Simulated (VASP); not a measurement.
Here is a VASP 6.6.1 calculation.

Contents of INCAR:

```
SYSTEM = Ir
  PREC = Accurate
  ENCUT = 500
  EDIFF = 1E-6
  ISMEAR = 0
  SIGMA = 0.15
  LREAL = .FALSE.
  LASPH = .TRUE.
  NELM = 120
  ALGO = Normal
  ISIF = 2
  LWAVE = .FALSE.
  LCHARG = .TRUE.
  LELF = .TRUE.
  LVHAR = .TRUE.
  NBANDS = 16
  GGA_COMPAT = .FALSE.
```

KPOINTS

```
regular mesh
0
G
  18 18 10
  0 0 0
```

POSCAR

```
Ir
1.0
    2.6241000000      0.0000000000      0.0000000000
   -1.3120500000      2.2725372621      0.0000000000
    0.0000000000      0.0000000000      4.2693000000
Ir
2
Direct
    0.6666666667      0.3333333333      0.7500000000
    0.3333333333      0.6666666667      0.2500000000
```

Potentials or basis: VASP PAW LDA potentials, release 64 (Ir).

Run with:

```sh
$ cat potpaw_LDA.64/Ir/POTCAR > POTCAR
$ mpirun -np 1 vasp_std > vasp.out
```

(1) What does it give for the band gap on the k mesh?

(2) Estimate the pressure.

Answers

(1) zero (band 9 reaches 13.63 eV, above the bottom of band 10 at 9.61 eV).

(2) 47.9 GPa.

Caveat: spin-orbit coupling is left out, which moves the levels of the heavy elements.
